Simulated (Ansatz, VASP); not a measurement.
**TiAl: VASP beside Ansatz**

The input INCAR:

```
SYSTEM = TiAl
PREC = Accurate
ENCUT = 520
EDIFF = 1E-6
ISMEAR = 0
SIGMA = 0.15
LREAL = .False.
LASPH = .True.
NELM = 100
ALGO = Fast
ISIF = 2
LWAVE = .False.
LCHARG = .False.
GGA = PS
NBANDS = 14
```

KPOINTS

```
Automatic mesh
0
Gamma
  20 20 20
  0 0 0
```

Contents of POSCAR:

```
TiAl
1.0
    3.0617798551      0.0000000000      0.0000000000
    0.0000000000      3.0617798551      0.0000000000
    0.0000000000      0.0000000000      3.1091269662
Ti Al
1 1
Direct
    0.0000000000      0.0000000000      0.0000000000
    0.5000000000      0.5000000000      0.5000000000
```

Input for Ansatz:

```yaml
crystal:
  lattice:
    - [3.0617798551, 0.0, 0.0]
    - [0.0, 3.0617798551, 0.0]
    - [0.0, 0.0, 3.1091269662]
  atoms:
    - { symbol: Ti, position: [0.0, 0.0, 0.0] }
    - { symbol: Al, position: [0.5, 0.5, 0.5] }
basis:
  ecutwfc: 420
kpoints:
  mp_grid: { grid: [20, 20, 20] }
hamiltonian:
  xc: pbesol
scf:
  occupations: { method: gaussian, width: 0.15 }
output:
  forces: true
  stress: true
  eigenvalues: true
  write_density: true
  write_potential: true
  elf: true
  volumetric_format: npy
```

Change from the starting cell: strain -0.030 along x and y, -0.015 along z, atoms carried along.

Alike in both runs: task single point; functional PBEsol; k mesh 20 × 20 × 20; occupations gaussian, width 0.15 eV; no spin polarisation.

|  | VASP | Ansatz |
| --- | --- | --- |
| version | VASP 6.6.1 | Ansatz 0.2.0 |
| potentials or method | VASP PAW PBE potentials, release 64 (Ti_sv, Al), cutoff 520 eV | scalar-relativistic, plane waves, PAW |
| valence electrons in the cell | 15 | 15 |

|  | VASP | Ansatz | Ansatz less VASP |
| --- | --- | --- | --- |
| gap on the k mesh at the Fermi level (eV) | none | none | - |
| pressure (GPa) | 10.6 | 10.5 | -0.16 |
| traceless stress, the component that is largest in VASP (GPa) | 0.66 | 0.66 | +0.002 |

VASP's potentials were made for PBE, not for PBEsol. A gap of «none» marks a metal or a gap that the smearing closes.
